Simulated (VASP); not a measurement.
# CsI (Pm-3m) in VASP: settings compared

Aim: see how the results for CsI move with the level of theory and the settings. Levels: LDA, r2SCAN, HSE06. Tasks: single point.

All numbers are computed with VASP 6.6.1; they aren't measurements. Logs are shortened: lines on timing, memory, paths and dates and some standing lists are left out, and cuts for length are marked.

## 1. The cell of the first run

The structure is cubic, space group Pm-3m (No. 221). The conventional cell has a = 4.608 Å, b = 4.608 Å, c = 4.608 Å, α = 90.00°, β = 90.00°, γ = 90.00°. Within 5.2 Å of Cs (site symmetry m-3m) lie 8 I at 3.99 Å and 6 Cs at 4.61 Å. Within 5.2 Å of I (site symmetry m-3m) lie 8 Cs at 3.99 Å and 6 I at 4.61 Å.

## 2. Single point, LDA

Contents of INCAR:

```
  ALGO = Normal
  EDIFF = 1E-6
  ENCUT = 500
  GGA = CA
  GGA_COMPAT = F
  ISIF = 2
  ISMEAR = 0
  LASPH = T
  LCHARG = F
  LREAL = F
  LWAVE = F
  NBANDS = 15
  NELM = 120
  PREC = Accurate
  SIGMA = 0.01
```

Contents of KPOINTS:

```
k-points
0
Gamma
  4 4 4
```

Contents of POSCAR:

```
CsI
1.0
    4.6080834137      0.0000000000      0.0000000000
    0.0000000000      4.6080834137      0.0000000000
    0.0000000000      0.0000000000      4.6080834137
Cs I
1 1
Direct
    0.0000000000      0.0000000000      0.0000000000
    0.5000000000      0.5000000000      0.5000000000
```

Potentials or basis: VASP PAW LDA potentials, release 64 (Cs_sv, I).

On the command line:

```bash
> cat potpaw_LDA.64/Cs_sv/POTCAR potpaw_LDA.64/I/POTCAR > POTCAR
> mpirun -np 1 vasp_std > vasp.out
```

OUTCAR:

```text
EDIFF = 1E-6
   ENCUT = 500
   GGA = CA
   ISIF = 2
   ISMEAR = 0
   LASPH = T
   LREAL = F
   NELM = 120
   PREC = Accurate

 ion  position               nearest neighbor table
   1  0.000  0.000  0.000-
   2  0.500  0.500  0.500-

  LATTYP: Found a simple cubic cell.
 ALAT       =     4.6080834137

  Lattice vectors:

 A1 = (   4.6080834137,   0.0000000000,   0.0000000000)
 A2 = (   0.0000000000,   4.6080834137,   0.0000000000)
 A3 = (   0.0000000000,   0.0000000000,   4.6080834137)

Analysis of symmetry for initial positions (statically):
=====================================================================
 Subroutine PRICEL returns:
 Original cell was already a primitive cell.

 Routine SETGRP: Setting up the symmetry group for a
 simple cubic supercell.

 Subroutine GETGRP returns: Found 48 space group operations
 (whereof 48 operations were pure point group operations)
 out of a pool of 48 trial point group operations.

The static configuration has the point symmetry O_h .

Analysis of symmetry for dynamics (positions and initial velocities):
=====================================================================
 Subroutine PRICEL returns:
 Original cell was already a primitive cell.

 Routine SETGRP: Setting up the symmetry group for a
 simple cubic supercell.

 Subroutine GETGRP returns: Found 48 space group operations
 (whereof 48 operations were pure point group operations)
 out of a pool of 48 trial point group operations.

The dynamic configuration has the point symmetry O_h .

 Subroutine INISYM returns: Found 48 space group operations
 (whereof 48 operations are pure point group operations),
 and found     1 'primitive' translations

----------------------------------------------------------------------------------------

                                     Primitive cell

  volume of cell :      97.8500

  direct lattice vectors                    reciprocal lattice vectors
     4.608083414  0.000000000  0.000000000     0.217009961  0.000000000  0.000000000
     0.000000000  4.608083414  0.000000000     0.000000000  0.217009961  0.000000000
     0.000000000  0.000000000  4.608083414     0.000000000  0.000000000  0.217009961

  length of vectors
     4.608083414  4.608083414  4.608083414     0.217009961  0.217009961  0.217009961

  position of ions in fractional coordinates (direct lattice)
     0.000000000  0.000000000  0.000000000
     0.500000000  0.500000000  0.500000000

  ion indices of the primitive-cell ions
   primitive index   ion index
                 1           1
                 2           2

----------------------------------------------------------------------------------------

 KPOINTS: k-points

Automatic generation of k-mesh.
 Grid dimensions read from file:
 generate k-points for:    4    4    4

 Generating k-lattice:

  Cartesian coordinates                     Fractional coordinates (reciprocal lattice)
     0.054252490  0.000000000  0.000000000     0.250000000  0.000000000  0.000000000
     0.000000000  0.054252490  0.000000000     0.000000000  0.250000000  0.000000000
     0.000000000  0.000000000  0.054252490     0.000000000  0.000000000  0.250000000

  Length of vectors
     0.054252490  0.054252490  0.054252490

  Shift w.r.t. Gamma in fractional coordinates (k-lattice)
     0.000000000  0.000000000  0.000000000

 Subroutine IBZKPT returns following result:
 ===========================================

 Found     10 irreducible k-points:

 Following reciprocal coordinates:
            Coordinates               Weight
  0.000000  0.000000  0.000000      1.000000
  0.250000  0.000000  0.000000      6.000000
  0.500000  0.000000  0.000000      3.000000
  0.250000  0.250000  0.000000     12.000000
  0.500000  0.250000  0.000000     12.000000
  0.500000  0.500000  0.000000      3.000000
  0.250000  0.250000  0.250000      8.000000
  0.500000  0.250000  0.250000     12.000000
  0.500000  0.500000  0.250000      6.000000
  0.500000  0.500000  0.500000      1.000000
   k-points           NKPTS =     10   k-points in BZ     NKDIM =     10   number of bands    NBANDS=     15
   number of dos      NEDOS =    301   number of ions     NIONS =      2
   total plane-waves  NPLWV =  46656
   dimension x,y,z NGX =    36 NGY =   36 NGZ =   36
   dimension x,y,z NGXF=    72 NGYF=   72 NGZF=   72
   ions per type =               1   1
   NGX,Y,Z   is equivalent  to a cutoff of  12.99, 12.99, 12.99 a.u.
   NGXF,Y,Z  is equivalent  to a cutoff of  25.98, 25.98, 25.98 a.u.
 SYSTEM =  unknown system
   PREC   = accura    normal or accurate (medium, high low for compatibility)
   ISTART =      0    job   : 0-new  1-cont  2-samecut
   ICHARG =      2    charge: 1-file 2-atom 10-const
   ISPIN  =      1    spin polarized calculation?
   LNONCOLLINEAR =      F non collinear calculations
   LSORBIT =      F    spin-orbit coupling
   LASPH  =      T    aspherical Exc in radial PAW
   ENCUT  =  500.0 eV  36.75 Ry    6.06 a.u.   8.40  8.40  8.40*2*pi/ulx,y,z
   NELM   =    120;   NELMIN=  2; NELMDL= -5     # of ELM steps
   EDIFF  = 0.1E-05   stopping-criterion for ELM
   LREAL  =      F    real-space projection
   EDIFFG = 0.1E-04   stopping-criterion for IOM
   NSW    =      0    number of steps for IOM
   IBRION =     -1    ionic relax: 0-MD 1-quasi-New 2-CG
   NFREE  =      0    steps in history (QN), initial steepest desc. (CG)
   ISIF   =      2    stress and relaxation
   ISYM   =      2    0-nonsym 1-usesym 2-fastsym
   POTIM  = 0.5000    time-step for ionic-motion
   TEBEG  =    0.0;   TEEND  =   0.0 temperature during run
   PSTRESS=    0.0 pullay stress
   NELECT =      16.0000    total number of electrons
   NUPDOWN=      -1.0000    fix difference up-down
   EMIN   =  10.00;   EMAX   =-10.00  energy-range for DOS
   EFERMI =   0.00;   METHOD = LEGACY
   ISMEAR =     0;   SIGMA  =   0.01  broadening in eV -4-tet -1-fermi 0-gaus
   EFERMI_NEDOS =   21; number of points for ismear=-14 and -15
   IALGO  =     38    algorithm
   IMIX   =      4    mixing-type and parameters
     AMIX     =   0.40;   BMIX     =  1.00
     AMIX_MAG =   1.60;   BMIX_MAG =  1.00
  volume/ion in A,a.u.               =      48.93       330.16
  Fermi-wavevector in a.u.,A,eV,Ry     =   0.895216  1.691713 10.903868  0.801412
  Thomas-Fermi vector in A             =   2.017520
   LORBIT       =      0    0 simple, 1 ext, 2 COOP (PROOUT), +10 PAW based schemes
   GGA     = CA    functional components
   LHFCALC =     F    Hartree Fock is set to
   AEXX    =    0.0000 exact exchange contribution
   IVDW    =     0    specifies the selected vdW correction
   LEPSILON=     F    determine dielectric tensor
   LRPA    =     F    only Hartree local field effects (RPA)
 non-spin polarized calculation
 Gauss-broadening in eV      SIGMA  =   0.01
  energy-cutoff  :      500.00
  volume of cell :       97.85
 maximum number of plane-waves:      2517
 NGX is ok and might be reduce to    36
   NGX = 17   NGY = 17   NGZ = 17

 number of electron      16.0000002 magnetization

 Free energy of the ion-electron system (eV)
  ---------------------------------------------------
  ext. energy  EPLUGINS =         0.00000000
  ---------------------------------------------------
  free energy    TOTEN  =        -6.11537870 eV

  energy without entropy =       -6.11537870  energy(sigma->0) =       -6.11537870

 E-fermi :   0.5669     XC(G=0):  -7.9721

 val. band max:        0.4965855767   @ k =   0.5000   0.5000   0.0000
 cond. band min:       3.9447193065   @ k =   0.0000   0.0000   0.0000
 fundamental gap:      3.4481337298
 Fermi energy:         0.5668542353

 k-point     1 :       0.0000    0.0000    0.0000
  band No.  band energies     occupation
      1     -19.8755      2.00000
      2     -10.1831      2.00000
      3      -6.5757      2.00000
      4      -6.5757      2.00000
      5      -6.5757      2.00000
      6       0.4017      2.00000
      7       0.4017      2.00000
      8       0.4017      2.00000
      9       3.9447      0.00000
     10       4.4957      0.00000
     11       4.4957      0.00000
     12       8.1081      0.00000
     13       8.1081      0.00000
     14       8.1081      0.00000
     15      10.5258      0.00000

 k-point     2 :       0.2500    0.0000    0.0000
  band No.  band energies     occupation
      1     -19.8641      2.00000
      2     -10.1853      2.00000
      3      -6.6580      2.00000
      4      -6.5456      2.00000
      5      -6.5456      2.00000
      6      -0.4565      2.00000
      7       0.3305      2.00000
      8       0.3305      2.00000
      9       4.8521      0.00000
     10       5.0967      0.00000
     11       5.6942      0.00000
     12       7.9831      0.00000
     13       7.9831      0.00000
     14       8.3670      0.00000
     15       8.5513      0.00000

 k-point     3 :       0.5000    0.0000    0.0000
  band No.  band energies     occupation
      1     -19.8527      2.00000
      2     -10.1902      2.00000
      3      -6.7253      2.00000
      4      -6.5150      2.00000
      5      -6.5150      2.00000
      6      -1.0683      2.00000
      7       0.2561      2.00000
      8       0.2561      2.00000
      9       5.4732      0.00000
     10       6.6108      0.00000
     11       6.8673      0.00000
     12       7.1597      0.00000
     13       8.1793      0.00000
     14       8.1793      0.00000
     15       8.7275      0.00000

 k-point     4 :       0.2500    0.2500    0.0000
  band No.  band energies     occupation
      1     -19.8533      2.00000
      2     -10.1473      2.00000
      3      -6.7578      2.00000
      4      -6.6265      2.00000
      5      -6.5210      2.00000
      6      -0.4615      2.00000
      7      -0.0587      2.00000
      8       0.3521      2.00000
      9       5.2538      0.00000
     10       5.4357      0.00000
     11       6.3483      0.00000
     12       7.0920      0.00000
     13       7.8411      0.00000
     14       8.2497      0.00000
     15       8.9224      0.00000

 k-point     5 :       0.5000    0.2500    0.0000
  band No.  band energies     occupation
      1     -19.8424      2.00000
      2     -10.1100      2.00000
      3      -6.8234      2.00000
      4      -6.7327      2.00000
      5      -6.4960      2.00000
      6      -0.7230      2.00000
      7      -0.0899      2.00000
      8       0.3708      2.00000
      9       5.1935      0.00000
     10       5.7729      0.00000
     11       7.1100      0.00000
     12       7.1252      0.00000
     13       7.1510      0.00000
     14       8.4367      0.00000
     15       9.2550      0.00000

 k-point     6 :       0.5000    0.5000    0.0000
  band No.  band energies     occupation
      1     -19.8321      2.00000
      2     -10.0235      2.00000
      3      -6.9309      2.00000
      4      -6.9309      2.00000
      5      -6.4768      2.00000
      6      -0.3619      2.00000
      7      -0.3619      2.00000
      8       0.4966      2.00000
      9       4.4828      0.00000
     10       5.1974      0.00000
     11       6.4439      0.00000
     12       6.4439      0.00000
     13       9.7362      0.00000
     14       9.7362      0.00000
     15       9.7925      0.00000

 k-point     7 :       0.2500    0.2500    0.2500
  band No.  band energies     occupation
      1     -19.8429      2.00000
      2     -10.0965      2.00000
      3      -6.7165      2.00000
      4      -6.7165      2.00000
      5      -6.6442      2.00000
      6      -0.2401      2.00000
      7      -0.1924      2.00000
      8      -0.1924      2.00000
      9       6.2383      0.00000
     10       6.2383      0.00000
     11       6.3107      0.00000
     12       6.5665      0.00000
     13       7.3087      0.00000
     14       7.3087      0.00000
     15      10.6545      0.00000

 k-point     8 :       0.5000    0.2500    0.2500
  band No.  band energies     occupation
      1     -19.8324      2.00000
      2     -10.0446      2.00000
      3      -6.8479      2.00000
      4      -6.7156      2.00000
      5      -6.6739      2.00000
      6      -0.6358      2.00000
      7      -0.3281      2.00000
      8       0.0112      2.00000
      9       5.7536      0.00000
     10       6.1133      0.00000
     11       6.2136      0.00000
     12       7.6222      0.00000
     13       8.0757      0.00000
     14       8.1220      0.00000
     15      10.0257      0.00000

 k-point     9 :       0.5000    0.5000    0.2500
  band No.  band energies     occupation
      1     -19.8223      2.00000
      2      -9.9757      2.00000
      3      -6.8786      2.00000
      4      -6.8786      2.00000
      5      -6.6562      2.00000
      6      -0.5798      2.00000
      7      -0.5798      2.00000
      8      -0.2414      2.00000
      9       5.5756      0.00000
     10       6.6347      0.00000
     11       6.7217      0.00000
     12       6.7217      0.00000
     13       9.1097      0.00000
     14       9.1097      0.00000
     15      10.0116      0.00000

 k-point    10 :       0.5000    0.5000    0.5000
  band No.  band energies     occupation
      1     -19.8125      2.00000
      2      -9.9263      2.00000
      3      -6.8242      2.00000
      4      -6.8242      2.00000
      5      -6.8242      2.00000
      6      -0.7908      2.00000
      7      -0.7908      2.00000
      8      -0.7908      2.00000
      9       7.3648      0.00000
     10       7.3648      0.00000
     11       7.3648      0.00000
     12       8.0924      0.00000
     13       8.0924      0.00000
     14       8.0924      0.00000
     15      10.1295      0.00000

------------------------ aborting loop because EDIFF is reached ----------------------------------------

  FORCE on cell =-STRESS in cart. coord.  units (eV):
  Direction    XX          YY          ZZ          XY          YZ          ZX
  --------------------------------------------------------------------------------------
  -------------------------------------------------------------------------------------
  Total       -0.9645687     -0.9645687     -0.9645687      0.0000000      0.0000000      0.0000000
  in kB      -15.7936594    -15.7936594    -15.7936594      0.0000000      0.0000000      0.0000000
  external PRESSURE =     -15.7936594 kB  Pullay stress =       0.0000000 kB

 VOLUME and BASIS-vectors are now :
 -----------------------------------------------------------------------------
  energy-cutoff  :      500.00
  volume of cell :       97.85
      direct lattice vectors                 reciprocal lattice vectors
     4.608083414  0.000000000  0.000000000     0.217009961  0.000000000  0.000000000
     0.000000000  4.608083414  0.000000000     0.000000000  0.217009961  0.000000000
     0.000000000  0.000000000  4.608083414     0.000000000  0.000000000  0.217009961

 POSITION                                       TOTAL-FORCE (eV/Angst)
 -----------------------------------------------------------------------------------
      0.00000      0.00000      0.00000         0.000000      0.000000      0.000000
      2.30404      2.30404      2.30404         0.000000      0.000000      0.000000
 -----------------------------------------------------------------------------------
    total drift:                               -0.000000      0.000000      0.000000

  FREE ENERGIE OF THE ION-ELECTRON SYSTEM (eV)
  ---------------------------------------------------
  free  energy   TOTEN  =        -6.1153786976 eV

  energy  without entropy=       -6.1153786976  energy(sigma->0) =       -6.11537870
```

Wall time 21 s (1 thread of Intel Xeon 8259CL, shared host); peak memory 0.17 GiB.

What came out:

| Item | Value |
| --- | --- |
| Free energy | -6.1154 eV |
| Pressure | -1.6 GPa |
| Band gap on the k mesh | 3.45 eV (least direct gap 3.54 eV) |

Caveat: spin-orbit coupling is left out, which moves the levels of the heavy elements. As with any semilocal functional, this LDA gap is likely too small.

## 3. Single point, r2SCAN

POSCAR is that of step 2.

Contents of INCAR.step1:

```
SYSTEM = CsI
  PREC = Accurate
  ENCUT = 550
  ISMEAR = 0
  SIGMA = 0.01
  LREAL = .FALSE.
  LASPH = .TRUE.
  NELM = 120
  NBANDS = 15
  GGA = PE
  ALGO = Normal
  EDIFF = 1E-5
  LWAVE = .TRUE.
  LCHARG = .FALSE.
  GGA_COMPAT = .FALSE.
```

Contents of INCAR.step2:

```
SYSTEM = CsI
  PREC = Accurate
  ENCUT = 550
  EDIFF = 1E-6
  ISMEAR = 0
  SIGMA = 0.01
  LREAL = .FALSE.
  LASPH = .TRUE.
  NELM = 120
  ALGO = Normal
  ISIF = 2
  LWAVE = .FALSE.
  LCHARG = .FALSE.
  METAGGA = R2SCAN
  LMIXTAU = .TRUE.
  NBANDS = 15
  ISTART = 1
  GGA_COMPAT = .FALSE.
```

Contents of KPOINTS:

```
Automatic mesh
0
G
  4 4 4
  0 0 0
```

Potentials or basis: VASP PAW PBE potentials, release 64 (Cs_sv, I).

On the command line:

```bash
> cat potpaw_PBE.64/Cs_sv/POTCAR potpaw_PBE.64/I/POTCAR > POTCAR
> cp INCAR.step1 INCAR
> mpirun -np 1 vasp_std > vasp.out
> cp INCAR.step2 INCAR
> mpirun -np 1 vasp_std > vasp.out
```

Wall time 2 min (1 thread of Intel Xeon 8259CL, shared host); peak memory 0.22 GiB.

It converged, with:

* Free energy: -53.1239 eV
* Pressure: 0.1 GPa
* Band gap on the k mesh: 4.50 eV (least direct gap 4.59 eV)

Levels at points of the mesh, in eV from the valence-band top:
```tsv
k point	band 6	band 7	band 8	band 9	band 10	band 11
(0.00, 0.00, 0.00)	-0.09	-0.09	-0.09	4.50	4.65	4.65
(0.50, 0.00, 0.00)	-1.49	-0.22	-0.22	5.66	7.03	7.22
(0.50, 0.50, 0.00)	-0.86	-0.86	0.00	4.76	5.50	6.66
(0.50, 0.50, 0.50)	-1.25	-1.25	-1.25	7.66	7.66	7.66
```

Caveat: the PAW data sets were made with another functional, which shifts forces and pressure a little; spin-orbit coupling is left out, which moves the levels of the heavy elements. A k mesh can miss the band edges.

## 4. Single point, HSE06

POSCAR is that of step 3.

Contents of INCAR.step1:

```
SYSTEM = CsI
  PREC = Accurate
  ENCUT = 400
  EDIFF = 1E-5
  ISMEAR = 0
  SIGMA = 0.01
  LREAL = .FALSE.
  LASPH = .TRUE.
  NELM = 120
  ALGO = Normal
  ISIF = 2
  LWAVE = .TRUE.
  LCHARG = .FALSE.
  GGA = PE
  NBANDS = 15
  GGA_COMPAT = .FALSE.
```

Contents of INCAR.step2:

```
SYSTEM = CsI
  PREC = Accurate
  ENCUT = 400
  EDIFF = 1E-6
  ISMEAR = 0
  SIGMA = 0.01
  LREAL = .FALSE.
  LASPH = .TRUE.
  NELM = 120
  ALGO = Normal
  ISIF = 2
  LWAVE = .FALSE.
  LCHARG = .FALSE.
  GGA = PE
  LHFCALC = .TRUE.
  HFSCREEN = 0.2079
  PRECFOCK = Normal
  ISTART = 1
  NBANDS = 15
  GGA_COMPAT = .FALSE.
```

Contents of KPOINTS:

```
regular mesh
0
G
  4 4 4
  0 0 0
```

On the command line:

```bash
> cat potpaw_PBE.64/Cs_sv/POTCAR potpaw_PBE.64/I/POTCAR > POTCAR
> cp INCAR.step1 INCAR
> mpirun -np 1 vasp_std > vasp.out
> cp INCAR.step2 INCAR
> mpirun -np 1 vasp_std > vasp.out
```

Run time: 11 min. Hardware: 1 thread of Intel Xeon 8259CL, shared host; peak memory 0.28 GiB.

The run converged. Its results:

```yaml
Free_energy: -6.3087 eV
Pressure: 0.2 GPa
Band_gap_on_the_k_mesh: 4.78 eV (least direct gap 4.88 eV)
```

Levels at points of the mesh, in eV from the valence-band top:
| k point | band 5 | band 6 | band 7 | band 8 | band 9 | band 10 | band 11 | band 12 |
| --- | --- | --- | --- | --- | --- | --- | --- | --- |
| (0.00, 0.00, 0.00) | -7.58 | -0.10 | -0.10 | -0.10 | 4.78 | 5.19 | 5.19 | 8.91 |
| (0.50, 0.00, 0.00) | -7.51 | -1.58 | -0.23 | -0.23 | 6.27 | 7.39 | 7.72 | 7.83 |
| (0.50, 0.50, 0.00) | -7.48 | -0.91 | -0.91 | 0.00 | 5.22 | 5.93 | 7.18 | 7.18 |
| (0.50, 0.50, 0.50) | -7.81 | -1.32 | -1.32 | -1.32 | 8.11 | 8.11 | 8.11 | 8.95 |

Caveat: the PAW data sets were made with another functional, which shifts forces and pressure a little; spin-orbit coupling is left out, which moves the levels of the heavy elements. A k mesh can miss the band edges.

## 5. The runs side by side

```csv
level,potentials or basis,cutoff (eV),grid for exact exchange (PRECFOCK),share of exact exchange,screening parameter,gap on the mesh (eV),pressure (GPa)
LDA,"VASP PAW LDA potentials, release 64 (Cs_sv, I)",500,-,-,-,3.45,-1.6
r2SCAN,"VASP PAW PBE potentials, release 64 (Cs_sv, I)",550,-,-,-,4.50,0.1
HSE06,"VASP PAW PBE potentials, release 64 (Cs_sv, I)",400,Normal,0.25,0.2079 1/Å,4.78,0.2
```

Alike in all rows: task single point; no spin polarisation; cell as given; k mesh 4 × 4 × 4; smearing gaussian 0.01 eV.

Caveats: spin-orbit coupling is left out, which moves the levels of the heavy elements; the PAW data sets were made with another functional, which shifts forces and pressure a little (at least some runs).

Absolute energies hang on the potentials; compare differences alone.
